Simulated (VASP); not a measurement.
Wanted: the native input for a VASP 6.6.1 run.

| Property | Result |
| --- | --- |
| Task | relaxation of cell and atoms |
| Functional | LDA |
| Potentials or basis | VASP PAW LDA potentials, release 64 (Cs_sv, H) |
| Cutoff | 500 eV |
| k mesh | 4 × 4 × 4 |
| Occupations | methfessel-paxton, width 0.02 eV |
| Spin | no spin polarisation |
| Target pressure | 30 GPa |
| Dipole correction | no |
| Further INCAR settings | ALGO = Normal; EDIFF = 1e-07; IBRION = 2; EDIFFG = -0.03; NSW = 80; ISIF = 3 |

The structure of CsH lies in POSCAR:

```
CsH
1.0
    0.0000000000      3.1880000000      3.1880000000
    3.1880000000      0.0000000000      3.1880000000
    3.1880000000      3.1880000000      0.0000000000
Cs H
1 1
Direct
    0.0000000000      0.0000000000      0.0000000000
    0.5000000000      0.5000000000      0.5000000000
```

The input as run:

INCAR

```
SYSTEM = CsH
  ALGO = Normal
  EDIFF = 1E-7
  EDIFFG = -0.03
  ENCUT = 500
  GGA_COMPAT = .FALSE.
  IBRION = 2
  ISIF = 3
  ISMEAR = 1
  LASPH = .TRUE.
  LCHARG = .FALSE.
  LREAL = .FALSE.
  LWAVE = .FALSE.
  NELM = 120
  NELMIN = 4
  NSW = 80
  PREC = Accurate
  PSTRESS = 300.0
  SIGMA = 0.02
```

KPOINTS

```
k-points
0
G
  4 4 4
  0 0 0
```

Potentials or basis: VASP PAW LDA potentials, release 64 (Cs_sv, H).

The run is started by

```bash
$ cat potpaw_LDA.64/Cs_sv/POTCAR potpaw_LDA.64/H/POTCAR > POTCAR
$ mpirun -np 1 vasp_std > vasp.out
```

Results of the run:

```yaml
Relaxed_volume: 14.12 Å³/atom
Relaxed_cell: a = 3.418 Å, b = 3.418 Å, c = 3.418 Å, α = 60.00°, β = 60.00°, γ = 60.00°
Space_group_after_relaxing_to_0.1_Å: Fm-3m (No. 225)
Energy_change_on_relaxing_the_run_minimises_the_enthalpy: +776.9 meV/atom
Ionic_steps: 7
Pressure_after_relaxing: 30.0 GPa
Band_gap_on_the_k_mesh: zero (bands 5 and 6 overlap by 0.36 eV)
```

Caveat: the k points lie up to 0.56 Å⁻¹ apart in the final cell; the cell is relaxed towards a set pressure, so the run minimises the enthalpy, not the energy; the volume moved by over 15 % at a fixed basis, so the end points are rough; spin-orbit coupling is left out, which moves the levels of the heavy elements.

Run time: 32 s on 1 thread of Intel(R) Xeon(R) 6975P-C (Granite Rapids) (shared host), peak memory 0.19 GiB.
